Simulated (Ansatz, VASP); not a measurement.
**Sb in VASP and in Ansatz**

File POSCAR:

```
Sb
1.0
   -1.5765401800      1.5765401800      2.7119384300
    1.5765401800     -1.5765401800      2.7119384300
    1.5765401800      1.5765401800     -2.7119384300
Sb
1
Direct
    0.0000000000      0.0000000000      0.0000000000
```

Contents of INCAR.step1:

```
ALGO = Normal ; EDIFF = 1E-4
ENCUT = 520 ; GGA = PE
ISMEAR = -1 ; LASPH = T
LCHARG = F ; LREAL = F
LWAVE = T ; NBANDS = 8
NELM = 80 ; PREC = Accurate
SIGMA = 0.01
```

The input INCAR.step2:

```
ALGO = Normal ; EDIFF = 1E-7
ENCUT = 520 ; ISIF = 2
ISMEAR = -1 ; ISTART = 1
LASPH = T ; LCHARG = F
LMIXTAU = T ; LREAL = F
LWAVE = F ; METAGGA = R2SCAN
NBANDS = 8 ; NELM = 80
PREC = Accurate ; SIGMA = 0.01
```

KPOINTS

```
k-points
0
Gamma
  8 8 8
```

Input for Ansatz:

```yaml
crystal:
  lattice:
    - [-1.57654018, 1.57654018, 2.71193843]
    - [1.57654018, -1.57654018, 2.71193843]
    - [1.57654018, 1.57654018, -2.71193843]
  atoms:
    - { symbol: Sb, position: [0.0, 0.0, 0.0] }
kpoints:
  mp_grid:
    grid: [8, 8, 8]
hamiltonian:
  xc: r2scan
scf:
  convergence:
    dr2_threshold: 1.0e-08
  lower_state_search: light
  mixing:
    algorithm: anderson
    preconditioner: none
  occupations:
    method: fermi_dirac
    width: 0.01
output:
  forces: true
  stress: true
```

Alike in both runs: task single point; functional r2SCAN; k mesh 8 × 8 × 8; occupations fermi-dirac, width 0.01 eV; no spin polarisation.

```csv
,VASP,Ansatz
version,VASP 6.6.1,Ansatz 0.2.0
potentials or method,"VASP PAW PBE potentials, release 64 (Sb)","plane waves, PAW"
plane-wave cutoff (eV),520,500
valence electrons in the cell,5,15
```

```tsv
	VASP	Ansatz	Ansatz less VASP
pressure (GPa)	0.9	1.0	+0.08
traceless stress, the component that is largest in VASP (GPa)	1.31	1.36	+0.056
```

VASP's potentials were made for PBE, not for r2SCAN. VASP's potentials hold 5 valence electrons a cell and Ansatz's 15, so a difference there can come from the potentials and not from the codes. Ansatz's warnings: stress scf threshold loose.

Neither program's run includes spin-orbit coupling.
